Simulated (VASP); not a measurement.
# MgZn5O6 (P-4m2) in VASP: single point with PBE

Aim: the single point of MgZn5O6 with PBE.

All numbers are computed with VASP 6.6.1; they aren't measurements. Logs are shortened: lines on timing, memory, paths and dates and some standing lists are left out, and cuts for length are marked.

**1. The cell of the first run**

It takes space group P-4m2 (No. 115, tetragonal). The conventional cell has a = 3.271 Å, b = 3.271 Å, c = 13.785 Å, α = 90.00°, β = 90.00°, γ = 90.00°. Mg (site symmetry -4m2) has 4 O at 1.99 Å within 2.6 Å. Zn (site symmetry 2mm) has 4 O at 2.00 Å within 2.7 Å. Zn (site symmetry -4m2) has 4 O at 2.00 Å within 2.7 Å. Within 2.7 Å of Zn (site symmetry 2mm) lie 4 O at 2.00 Å. Within 2.7 Å of O (site symmetry 2mm) lie 4 Zn at 2.00 Å. O (site symmetry 2mm) has 4 Zn at 2.00 Å within 2.7 Å. O (site symmetry 2mm) has 2 Mg at 1.99 Å and 2 Zn at 2.00 Å within 2.6 Å.

**2. Single point, PBE**

INCAR reads:

```
ALGO = Normal
EDIFF = 1E-7
ENCUT = 520
GGA = PE
ISIF = 2
ISMEAR = 0
LASPH = T
LCHARG = T
LELF = T
LREAL = F
LVHAR = T
LWAVE = F
NBANDS = 61
NELM = 60
PREC = Accurate
SIGMA = 0.02
```

KPOINTS reads:

```
k-points
0
Gamma
  8 8 2
```

POSCAR reads:

```
MgZn5O6
1.0
    3.2708702464      0.0000000000      0.0000000000
    0.0000000000      3.2708702464      0.0000000000
    0.0000000000      0.0000000000     13.7851629318
Mg Zn O
1 5 6
Direct
    0.0000000000      0.0000000000      0.5000000000
    0.0000000000      0.0000000000      0.8328971752
    0.5000000000      0.5000000000      0.0000000000
    0.0000000000      0.0000000000      0.1671028248
    0.5000000000      0.5000000000      0.3343057567
    0.5000000000      0.5000000000      0.6656942433
    0.5000000000      0.0000000000      0.0835536515
    0.0000000000      0.5000000000      0.2506189228
    0.5000000000      0.0000000000      0.4183919996
    0.0000000000      0.5000000000      0.5816080004
    0.5000000000      0.0000000000      0.7493810772
    0.0000000000      0.5000000000      0.9164463485
```

Potentials or basis: VASP PAW PBE potentials, release 64 (Mg, Zn, O).

Started as:

```
> cat potpaw_PBE.64/Mg/POTCAR potpaw_PBE.64/Zn/POTCAR potpaw_PBE.64/O/POTCAR > POTCAR
> mpirun -np 1 vasp_std > vasp.out
```

OUTCAR:

```text
EDIFF = 1E-7
   ENCUT = 520
   GGA = PE
   ISIF = 2
   ISMEAR = 0
   LASPH = T
   LREAL = F
   NELM = 60
   PREC = Accurate

 ion  position               nearest neighbor table
   1  0.000  0.000  0.500-   9 1.99  10 1.99  10 1.99   9 1.99   5 3.25   6 3.25   5 3.25   5 3.25
                             6 3.25   6 3.25   5 3.25   6 3.25
   2  0.000  0.000  0.833-  11 2.00  11 2.00  12 2.00  12 2.00
   3  0.500  0.500  0.000-   7 2.00  12 2.00   7 2.00  12 2.00
   4  0.000  0.000  0.167-   8 2.00   8 2.00   7 2.00   7 2.00
   5  0.500  0.500  0.334-   8 2.00   8 2.00   9 2.00   9 2.00   1 3.25   1 3.25   1 3.25   1 3.25

   6  0.500  0.500  0.666-  11 2.00  11 2.00  10 2.00  10 2.00   1 3.25   1 3.25   1 3.25   1 3.25

   7  0.500  0.000  0.084-   4 2.00   4 2.00   3 2.00   3 2.00
   8  0.000  0.500  0.251-   4 2.00   4 2.00   5 2.00   5 2.00
   9  0.500  0.000  0.418-   1 1.99   1 1.99   5 2.00   5 2.00
  10  0.000  0.500  0.582-   1 1.99   1 1.99   6 2.00   6 2.00
  11  0.500  0.000  0.749-   2 2.00   2 2.00   6 2.00   6 2.00
  12  0.000  0.500  0.916-   2 2.00   2 2.00   3 2.00   3 2.00

  LATTYP: Found a simple tetragonal cell.
 ALAT       =     3.2708702464
 C/A-ratio  =     4.2145245434

  Lattice vectors:

 A1 = (   3.2708702464,   0.0000000000,   0.0000000000)
 A2 = (   0.0000000000,   3.2708702464,   0.0000000000)
 A3 = (   0.0000000000,   0.0000000000,  13.7851629318)

Analysis of symmetry for initial positions (statically):
=====================================================================
 Subroutine PRICEL returns:
 Original cell was already a primitive cell.

 Routine SETGRP: Setting up the symmetry group for a
 simple tetragonal supercell.

 Subroutine GETGRP returns: Found  8 space group operations
 (whereof  8 operations were pure point group operations)
 out of a pool of 16 trial point group operations.

The static configuration has the point symmetry D_2d.

Analysis of symmetry for dynamics (positions and initial velocities):
=====================================================================
 Subroutine PRICEL returns:
 Original cell was already a primitive cell.

 Routine SETGRP: Setting up the symmetry group for a
 simple tetragonal supercell.

 Subroutine GETGRP returns: Found  8 space group operations
 (whereof  8 operations were pure point group operations)
 out of a pool of 16 trial point group operations.

The dynamic configuration has the point symmetry D_2d.

 Subroutine INISYM returns: Found  8 space group operations
 (whereof  8 operations are pure point group operations),
 and found     1 'primitive' translations

----------------------------------------------------------------------------------------

                                     Primitive cell

  volume of cell :     147.4818

  direct lattice vectors                    reciprocal lattice vectors
     3.270870246  0.000000000  0.000000000     0.305729034  0.000000000  0.000000000
     0.000000000  3.270870246  0.000000000     0.000000000  0.305729034  0.000000000
     0.000000000  0.000000000 13.785162932     0.000000000  0.000000000  0.072541761

  length of vectors
     3.270870246  3.270870246 13.785162932     0.305729034  0.305729034  0.072541761

  position of ions in fractional coordinates (direct lattice)
     0.000000000  0.000000000  0.500000000
     0.000000000  0.000000000  0.832897175
     0.500000000  0.500000000  0.000000000
     0.000000000  0.000000000  0.167102825
     0.500000000  0.500000000  0.334305757
     0.500000000  0.500000000  0.665694243
     0.500000000  0.000000000  0.083553651
     0.000000000  0.500000000  0.250618923
     0.500000000  0.000000000  0.418392000
     0.000000000  0.500000000  0.581608000
     0.500000000  0.000000000  0.749381077
     0.000000000  0.500000000  0.916446349

  ion indices of the primitive-cell ions
   primitive index   ion index
                 1           1
                 2           2
                 3           3
                 4           4
                 5           5
                 6           6
                 7           7
                 8           8
                 9           9
                10          10
                11          11
                12          12

----------------------------------------------------------------------------------------

 KPOINTS: k-points

Automatic generation of k-mesh.
 Grid dimensions read from file:
 generate k-points for:    8    8    2

 Generating k-lattice:

  Cartesian coordinates                     Fractional coordinates (reciprocal lattice)
     0.038216129  0.000000000  0.000000000     0.125000000  0.000000000  0.000000000
     0.000000000  0.038216129  0.000000000     0.000000000  0.125000000  0.000000000
     0.000000000  0.000000000  0.036270881     0.000000000  0.000000000  0.500000000

  Length of vectors
     0.038216129  0.038216129  0.036270881

  Shift w.r.t. Gamma in fractional coordinates (k-lattice)
     0.000000000  0.000000000  0.000000000

 Subroutine IBZKPT returns following result:
 ===========================================

 Found     30 irreducible k-points:

 Following reciprocal coordinates:
            Coordinates               Weight
  0.000000  0.000000  0.000000      1.000000
  0.125000  0.000000  0.000000      4.000000
  0.250000  0.000000  0.000000      4.000000
  0.375000  0.000000  0.000000      4.000000
  0.500000  0.000000  0.000000      2.000000
  0.125000  0.125000  0.000000      4.000000
[... 16 lines left out ...]
  0.375000  0.125000  0.500000      8.000000
  0.500000  0.125000  0.500000      4.000000
 [... further k-points ...]
   k-points           NKPTS =     30   k-points in BZ     NKDIM =     30   number of bands    NBANDS=     61
   number of dos      NEDOS =    301   number of ions     NIONS =     12
   total plane-waves  NPLWV =  62208
   dimension x,y,z NGX =    24 NGY =   24 NGZ =  108
   dimension x,y,z NGXF=    48 NGYF=   48 NGZF=  216
   ions per type =               1   5   6
   NGX,Y,Z   is equivalent  to a cutoff of  12.20, 12.20, 13.02 a.u.
   NGXF,Y,Z  is equivalent  to a cutoff of  24.40, 24.40, 26.05 a.u.
 SYSTEM =  unknown system
   PREC   = accura    normal or accurate (medium, high low for compatibility)
   ISTART =      0    job   : 0-new  1-cont  2-samecut
   ICHARG =      2    charge: 1-file 2-atom 10-const
   ISPIN  =      1    spin polarized calculation?
   LNONCOLLINEAR =      F non collinear calculations
   LSORBIT =      F    spin-orbit coupling
   LASPH  =      T    aspherical Exc in radial PAW
   ENCUT  =  520.0 eV  38.22 Ry    6.18 a.u.   6.08  6.08 25.63*2*pi/ulx,y,z
   NELM   =     60;   NELMIN=  2; NELMDL= -5     # of ELM steps
   EDIFF  = 0.1E-06   stopping-criterion for ELM
   LREAL  =      F    real-space projection
   EDIFFG = 0.1E-05   stopping-criterion for IOM
   NSW    =      0    number of steps for IOM
   IBRION =     -1    ionic relax: 0-MD 1-quasi-New 2-CG
   NFREE  =      0    steps in history (QN), initial steepest desc. (CG)
   ISIF   =      2    stress and relaxation
   ISYM   =      2    0-nonsym 1-usesym 2-fastsym
   POTIM  = 0.5000    time-step for ionic-motion
   TEBEG  =    0.0;   TEEND  =   0.0 temperature during run
   PSTRESS=    0.0 pullay stress
   NELECT =      98.0000    total number of electrons
   NUPDOWN=      -1.0000    fix difference up-down
   EMIN   =  10.00;   EMAX   =-10.00  energy-range for DOS
   EFERMI =   0.00;   METHOD = LEGACY
   ISMEAR =     0;   SIGMA  =   0.02  broadening in eV -4-tet -1-fermi 0-gaus
   EFERMI_NEDOS =   21; number of points for ismear=-14 and -15
   IALGO  =     38    algorithm
   IMIX   =      4    mixing-type and parameters
     AMIX     =   0.40;   BMIX     =  1.00
     AMIX_MAG =   1.60;   BMIX_MAG =  1.00
  volume/ion in A,a.u.               =      12.29        82.94
  Fermi-wavevector in a.u.,A,eV,Ry     =   1.428578  2.699621 27.767254  2.040836
  Thomas-Fermi vector in A             =   2.548625
   LORBIT       =      0    0 simple, 1 ext, 2 COOP (PROOUT), +10 PAW based schemes
   GGA     = PE    functional components
   LHFCALC =     F    Hartree Fock is set to
   AEXX    =    0.0000 exact exchange contribution
   IVDW    =     0    specifies the selected vdW correction
   LEPSILON=     F    determine dielectric tensor
   LRPA    =     F    only Hartree local field effects (RPA)
 non-spin polarized calculation
 Gauss-broadening in eV      SIGMA  =   0.02
  energy-cutoff  :      520.00
  volume of cell :      147.48
 maximum number of plane-waves:      4008
   NGX = 13   NGY = 13   NGZ = 51

 number of electron      97.9999922 magnetization

 Free energy of the ion-electron system (eV)
  ---------------------------------------------------
  ext. energy  EPLUGINS =         0.00000000
  ---------------------------------------------------
  free energy    TOTEN  =       -56.33677041 eV

  energy without entropy =      -56.33677041  energy(sigma->0) =      -56.33677041

 E-fermi :   1.1232     XC(G=0): -10.5532

 val. band max:        0.9809431588   @ k =   0.0000   0.0000   0.0000
 cond. band min:       1.9266777545   @ k =   0.0000   0.0000   0.0000
 fundamental gap:      0.9457345957
 Fermi energy:         1.1231916290

 k-point     1 :       0.0000    0.0000    0.0000
  band No.  band energies     occupation
      1     -16.6792      2.00000
      2     -16.4934      2.00000
      3     -16.3530      2.00000
      4     -16.0131      2.00000
      5     -15.9993      2.00000
      6     -15.6970      2.00000
[... 53 lines left out ...]
     60      12.8151      0.00000
     61      12.8377      0.00000

 k-point     2 :       0.1250    0.0000    0.0000
  band No.  band energies     occupation
      1     -16.6207      2.00000
      2     -16.4467      2.00000
      3     -16.3088      2.00000
      4     -16.0006      2.00000
      5     -15.9788      2.00000
      6     -15.6924      2.00000
[... 1397 lines left out ...]
     60      10.5027      0.00000
     61      11.1359      0.00000

 k-point    24 :       0.5000    0.1250    0.5000
  band No.  band energies     occupation
      1     -16.0649      2.00000
      2     -16.0648      2.00000
      3     -16.0586      2.00000
      4     -16.0586      2.00000
      5     -15.7615      2.00000
      6     -15.7365      2.00000
[... 53 lines left out ...]
     60       9.7000      0.00000
     61      10.5654      0.00000

 [... further k-points ...]
[... 5 lines left out ...]
  --------------------------------------------------------------------------------------
  -------------------------------------------------------------------------------------
  Total        0.6237426      0.6237426      0.6146530      0.0000000      0.0000000      0.0000000
  in kB        6.7760635      6.7760635      6.6773183      0.0000000      0.0000000      0.0000000
  external PRESSURE =       6.7431485 kB  Pullay stress =       0.0000000 kB

 VOLUME and BASIS-vectors are now :
 -----------------------------------------------------------------------------
  energy-cutoff  :      520.00
  volume of cell :      147.48
      direct lattice vectors                 reciprocal lattice vectors
     3.270870246  0.000000000  0.000000000     0.305729034  0.000000000  0.000000000
     0.000000000  3.270870246  0.000000000     0.000000000  0.305729034  0.000000000
     0.000000000  0.000000000 13.785162932     0.000000000  0.000000000  0.072541761

 POSITION                                       TOTAL-FORCE (eV/Angst)
 -----------------------------------------------------------------------------------
      0.00000      0.00000      6.89258        -0.000000      0.000000     -0.000000
      0.00000      0.00000     11.48162         0.000000      0.000000     -0.000745
      1.63544      1.63544      0.00000        -0.000000     -0.000000     -0.000000
      0.00000      0.00000      2.30354        -0.000000      0.000000      0.000745
      1.63544      1.63544      4.60846        -0.000000      0.000000      0.006410
      1.63544      1.63544      9.17670        -0.000000      0.000000     -0.006410
      1.63544      0.00000      1.15180        -0.000000      0.000000     -0.000181
      0.00000      1.63544      3.45482        -0.000000      0.000000     -0.000232
      1.63544      0.00000      5.76760        -0.000000      0.000000      0.075145
      0.00000      1.63544      8.01756        -0.000000      0.000000     -0.075145
      1.63544      0.00000     10.33034         0.000000      0.000000      0.000232
      0.00000      1.63544     12.63336        -0.000000     -0.000000      0.000181
 -----------------------------------------------------------------------------------
    total drift:                                0.000000     -0.000000     -0.000000

  FREE ENERGIE OF THE ION-ELECTRON SYSTEM (eV)
  ---------------------------------------------------
  free  energy   TOTEN  =       -56.3367704116 eV

  energy  without entropy=      -56.3367704116  energy(sigma->0) =      -56.33677041
```

It took 3.9 min on 1 thread of Intel Xeon 6975P-C (Granite Rapids), shared host; peak memory 0.36 GiB.

Results:

| Quantity | Value |
| --- | --- |
| Free energy | -56.3368 eV |
| Pressure | 0.7 GPa |
| Largest force | 0.075 eV/Å |
| Band gap on the k mesh | 0.95 eV, direct |

Forces in eV/Å, atoms in the order of the input:
```
Mg   0.000  0.000  0.000
Zn   0.000  0.000 -0.001
Zn   0.000  0.000  0.000
Zn   0.000  0.000  0.001
Zn   0.000  0.000  0.006
Zn   0.000  0.000 -0.006
O    0.000  0.000  0.000
O    0.000  0.000  0.000
O    0.000  0.000  0.075
O    0.000  0.000 -0.075
O    0.000  0.000  0.000
O    0.000  0.000  0.000
```
